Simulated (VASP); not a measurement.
# HC18F in VASP: a series of runs, part 2 of 2

VASP 6.6.1.

## 3. Single point, PBE+D3(BJ)

INCAR

```
SYSTEM = HC18F
PREC = Accurate
ENCUT = 520
EDIFF = 1E-6
ISMEAR = 0
SIGMA = 0.02
LREAL = Auto
LASPH = .True.
NELM = 80
ALGO = Normal
ISIF = 2
LWAVE = .False.
LCHARG = .False.
GGA = PE
IVDW = 12
NBANDS = 56
```

KPOINTS

```
regular mesh
0
Gamma
  2 2 1
  0 0 0
```

POSCAR

```
HC18F
1.0
    7.3980000000      0.0000000000      0.0000000000
   -3.6990000000      6.4068560000      0.0000000000
    0.0000000000      0.0000000000     11.0000000000
C F H
18 1 1
Direct
   -0.0127506414     -0.0071715697      0.0772028355
    0.2114762697      0.1049085817      0.0772586711
   -0.0120359816      0.3284258143      0.0773031395
    0.2105885554      0.4397348779      0.0772354605
   -0.0104934541      0.6609425347      0.0773645817
    0.2091352823      0.7708854485      0.0773562059
    0.3212992718     -0.0049016285      0.0773570989
    0.5439198300      0.1064350847      0.0773322155
    0.3227103796      0.3275524053      0.0772091913
    0.5423145618      0.4370966915      0.0772969339
    0.3202079800      0.6593416840      0.0773212844
    0.5446005523      0.7717584829      0.0774931850
    0.6561834965     -0.0054208271      0.0772984658
    0.8758249556      0.1042092848      0.0771983396
    0.6538494857      0.3260335118      0.0773342028
    0.8781265930      0.4382530364      0.0773765126
    0.6547090489      0.6616525384      0.0776630972
    0.8776978038      0.7732402569      0.0773390023
    0.6246005392      0.7019036731      0.3612881035
    0.6250724815      0.7014163284      0.2758623630
```

Potentials or basis: VASP PAW PBE potentials, release 64 (C, F, H).

Command:

```bash
> cat potpaw_PBE.64/C/POTCAR potpaw_PBE.64/F/POTCAR potpaw_PBE.64/H/POTCAR > POTCAR
> mpirun -np 1 vasp_std > vasp.out
```

OUTCAR:

```text
SYSTEM = HC18F
   PREC = Accurate
   ENCUT = 520
   EDIFF = 1E-6
   ISMEAR = 0
   LREAL = Auto
   LASPH = .True.
   NELM = 80
   ISIF = 2
   GGA = PE
   IVDW = 12
 IVDW          = 12

 ion  position               nearest neighbor table
   1  0.987  0.993  0.077-  18 1.41  14 1.43   2 1.44
   2  0.211  0.105  0.077-   7 1.41   9 1.43   1 1.44
   3  0.988  0.328  0.077-  16 1.41   4 1.43  14 1.44
   4  0.211  0.440  0.077-  11 1.41   3 1.43   9 1.44
   5  0.990  0.661  0.077-   6 1.41  16 1.43  18 1.44
   6  0.209  0.771  0.077-   5 1.41  11 1.43   7 1.44
[... 10 lines left out ...]
  17  0.655  0.662  0.078-  12 1.41  18 1.43  10 1.44
  18  0.878  0.773  0.077-   1 1.41  17 1.43   5 1.44
  19  0.625  0.702  0.361-  20 0.94
  20  0.625  0.701  0.276-  19 0.94

  LATTYP: Found a hexagonal cell.
 ALAT       =     7.3980000000
 C/A-ratio  =     1.4868883482

  Lattice vectors:

 A1 = (   7.3980000000,   0.0000000000,   0.0000000000)
 A2 = (  -3.6990000000,   6.4068560000,   0.0000000000)
 A3 = (   0.0000000000,   0.0000000000,  11.0000000000)

Analysis of symmetry for initial positions (statically):
=====================================================================
 Subroutine PRICEL returns:
 Original cell was already a primitive cell.

 Routine SETGRP: Setting up the symmetry group for a
 hexagonal supercell.

 Subroutine GETGRP returns: Found  1 space group operations
 (whereof  1 operations were pure point group operations)
 out of a pool of 24 trial point group operations.

The static configuration has the point symmetry C_1 .

Analysis of symmetry for dynamics (positions and initial velocities):
=====================================================================
 Subroutine PRICEL returns:
 Original cell was already a primitive cell.

 Routine SETGRP: Setting up the symmetry group for a
 hexagonal supercell.

 Subroutine GETGRP returns: Found  1 space group operations
 (whereof  1 operations were pure point group operations)
 out of a pool of 24 trial point group operations.

The dynamic configuration has the point symmetry C_1 .

 Subroutine INISYM returns: Found  1 space group operations
 (whereof  1 operations are pure point group operations),
 and found     1 'primitive' translations

----------------------------------------------------------------------------------------

                                     Primitive cell

  volume of cell :     521.3771

  direct lattice vectors                    reciprocal lattice vectors
     7.398000000  0.000000000  0.000000000     0.135171668  0.078041398  0.000000000
    -3.699000000  6.406856000  0.000000000     0.000000000  0.156082796  0.000000000
     0.000000000  0.000000000 11.000000000     0.000000000  0.000000000  0.090909091

  length of vectors
     7.398000000  7.398000054 11.000000000     0.156082797  0.156082796  0.090909091

  position of ions in fractional coordinates (direct lattice)
     0.987249359  0.992828430  0.077202836
     0.211476270  0.104908582  0.077258671
     0.987964018  0.328425814  0.077303140
     0.210588555  0.439734878  0.077235460
     0.989506546  0.660942535  0.077364582
     0.209135282  0.770885449  0.077356206
[... 63 lines left out ...]

 Following reciprocal coordinates:
            Coordinates               Weight
  0.000000  0.000000  0.000000      1.000000
  0.500000 -0.000000  0.000000      1.000000
  0.000000  0.500000  0.000000      1.000000
  0.500000  0.500000  0.000000      1.000000
   k-points           NKPTS =      4   k-points in BZ     NKDIM =      4   number of bands    NBANDS=     56
   number of dos      NEDOS =    301   number of ions     NIONS =     20
   total plane-waves  NPLWV = 263424
   dimension x,y,z NGX =    56 NGY =   56 NGZ =   84
   dimension x,y,z NGXF=   112 NGYF=  112 NGZF=  168
   ions per type =              18   1   1
   NGX,Y,Z   is equivalent  to a cutoff of  12.58, 12.58, 12.70 a.u.
   NGXF,Y,Z  is equivalent  to a cutoff of  25.17, 25.17, 25.39 a.u.
 SYSTEM =  HC18F
   PREC   = accura    normal or accurate (medium, high low for compatibility)
   ISTART =      0    job   : 0-new  1-cont  2-samecut
   ICHARG =      2    charge: 1-file 2-atom 10-const
   ISPIN  =      1    spin polarized calculation?
   LNONCOLLINEAR =      F non collinear calculations
   LSORBIT =      F    spin-orbit coupling
   LASPH  =      T    aspherical Exc in radial PAW
   ENCUT  =  520.0 eV  38.22 Ry    6.18 a.u.  13.76 13.76 20.45*2*pi/ulx,y,z
   NELM   =     80;   NELMIN=  2; NELMDL= -5     # of ELM steps
   EDIFF  = 0.1E-05   stopping-criterion for ELM
   LREAL  =      T    real-space projection
   EDIFFG = 0.1E-04   stopping-criterion for IOM
   NSW    =      0    number of steps for IOM
   IBRION =     -1    ionic relax: 0-MD 1-quasi-New 2-CG
   NFREE  =      0    steps in history (QN), initial steepest desc. (CG)
   ISIF   =      2    stress and relaxation
   ISYM   =      2    0-nonsym 1-usesym 2-fastsym
   POTIM  = 0.5000    time-step for ionic-motion
   TEBEG  =    0.0;   TEEND  =   0.0 temperature during run
   PSTRESS=    0.0 pullay stress
   NELECT =      80.0000    total number of electrons
   NUPDOWN=      -1.0000    fix difference up-down
   EMIN   =  10.00;   EMAX   =-10.00  energy-range for DOS
   EFERMI =   0.00;   METHOD = LEGACY
   ISMEAR =     0;   SIGMA  =   0.02  broadening in eV -4-tet -1-fermi 0-gaus
   EFERMI_NEDOS =   21; number of points for ismear=-14 and -15
   IALGO  =     38    algorithm
   IMIX   =      4    mixing-type and parameters
     AMIX     =   0.40;   BMIX     =  1.00
     AMIX_MAG =   1.60;   BMIX_MAG =  1.00
  volume/ion in A,a.u.               =      26.07       175.92
  Fermi-wavevector in a.u.,A,eV,Ry     =   0.876437  1.656226 10.451210  0.768142
  Thomas-Fermi vector in A             =   1.996247
   LORBIT       =      0    0 simple, 1 ext, 2 COOP (PROOUT), +10 PAW based schemes
   GGA     = PE    functional components
   LHFCALC =     F    Hartree Fock is set to
   AEXX    =    0.0000 exact exchange contribution
   IVDW    =    12    specifies the selected vdW correction
   LEPSILON=     F    determine dielectric tensor
   LRPA    =     F    only Hartree local field effects (RPA)
 non-spin polarized calculation
 Gauss-broadening in eV      SIGMA  =   0.02
  energy-cutoff  :      520.00
  volume of cell :      521.38
 maximum number of plane-waves:     14099
 NGX is ok and might be reduce to    56
   NGX = 27   NGY = 27   NGZ = 41

 number of electron      79.9999997 magnetization

 Free energy of the ion-electron system (eV)
  ---------------------------------------------------
  ext. energy  EPLUGINS =         0.00000000
  ---------------------------------------------------
  free energy    TOTEN  =      -173.57209357 eV

  energy without entropy =     -173.57209357  energy(sigma->0) =     -173.57209357

 E-fermi :  -1.7828     XC(G=0):  -4.2995

 val. band max:       -1.8788037547   @ k =   0.0000   0.0000   0.0000
 cond. band min:      -1.6933201334   @ k =   0.0000   0.0000   0.0000
 fundamental gap:      0.1854836214
 Fermi energy:        -1.7827893659

 k-point     1 :       0.0000    0.0000    0.0000
  band No.  band energies     occupation
      1     -26.7190      2.00000
      2     -21.3123      2.00000
      3     -18.8219      2.00000
      4     -18.7744      2.00000
      5     -18.7558      2.00000
      6     -18.7263      2.00000
[... 209 lines left out ...]
     51       4.3427      0.00000
     52       4.5140      0.00000
 [bands above 52 left out]

------------------------ aborting loop because EDIFF is reached ----------------------------------------

 Edisp (eV)   -1.70110

 E8    (eV) :    -0.5218

  FORCE on cell =-STRESS in cart. coord.  units (eV):
  Direction    XX          YY          ZZ          XY          YZ          ZX
  --------------------------------------------------------------------------------------
  -------------------------------------------------------------------------------------
  Total       1.16999     1.13723     0.05024    -0.01543     0.00814    -0.00040
  in kB       3.59536     3.49469     0.15439    -0.04742     0.02503    -0.00124
  external pressure =        2.41 kB  Pullay stress =        0.00 kB

 VOLUME and BASIS-vectors are now :
 -----------------------------------------------------------------------------
  energy-cutoff  :      520.00
  volume of cell :      521.38
      direct lattice vectors                 reciprocal lattice vectors
     7.398000000  0.000000000  0.000000000     0.135171668  0.078041398  0.000000000
    -3.699000000  6.406856000  0.000000000     0.000000000  0.156082796  0.000000000
     0.000000000  0.000000000 11.000000000     0.000000000  0.000000000  0.090909091

 POSITION                                       TOTAL-FORCE (eV/Angst)
 -----------------------------------------------------------------------------------
      3.63120      6.36091      0.84923         0.005859      0.006297     -0.001084
      1.17644      0.67213      0.84985        -0.006489      0.002386     -0.000841
      6.09411      2.10418      0.85033         0.004257     -0.005444      0.000391
     -0.06865      2.81732      0.84959         0.007449     -0.005593     -0.000149
      4.87554      4.23456      0.85101         0.004308      0.002191     -0.001313
     -1.30432      4.93895      0.85092        -0.005526      0.003526     -0.000875
[... 12 lines left out ...]
      2.02445      4.49700      3.97417        -0.001553      0.002299      0.282540
      2.02975      4.49387      3.03449         0.001625      0.000242     -0.286983
 -----------------------------------------------------------------------------------
    total drift:                               -0.004682     -0.012875      0.001794

  FREE ENERGIE OF THE ION-ELECTRON SYSTEM (eV)
  ---------------------------------------------------
  free  energy   TOTEN  =      -175.2731938807 eV

  energy  without entropy=     -175.2731938807  energy(sigma->0) =     -175.27319388
```

Run time: 3.5 min. Hardware: 1 thread of AMD EPYC 7R13 (Zen 3), shared host; peak memory 0.56 GiB.

Results:

| Property | Result |
| --- | --- |
| Free energy | -175.2732 eV |
| Largest force | 0.287 eV/Å |
| Band gap on the k mesh | 0.19 eV, direct |
| Dispersion energy per atom | -0.085 eV |

Forces in eV/Å, atoms in the order of the input:
```
C    0.006  0.006 -0.001
C   -0.006  0.002 -0.001
C    0.004 -0.005  0.000
C    0.007 -0.006  0.000
C    0.004  0.002 -0.001
C   -0.006  0.004 -0.001
C    0.001 -0.002  0.001
C    0.007 -0.005 -0.001
C   -0.009  0.000  0.000
C    0.008  0.005  0.001
C    0.002  0.009  0.000
C   -0.002 -0.006  0.003
C   -0.014  0.014  0.000
C   -0.002  0.011  0.001
C    0.007 -0.003  0.001
C   -0.009 -0.005  0.000
C   -0.006 -0.012  0.003
C    0.006 -0.013  0.000
F   -0.002  0.002  0.283
H    0.002  0.000 -0.287
```

Caveat: the k points lie up to 0.49 Å⁻¹ apart.
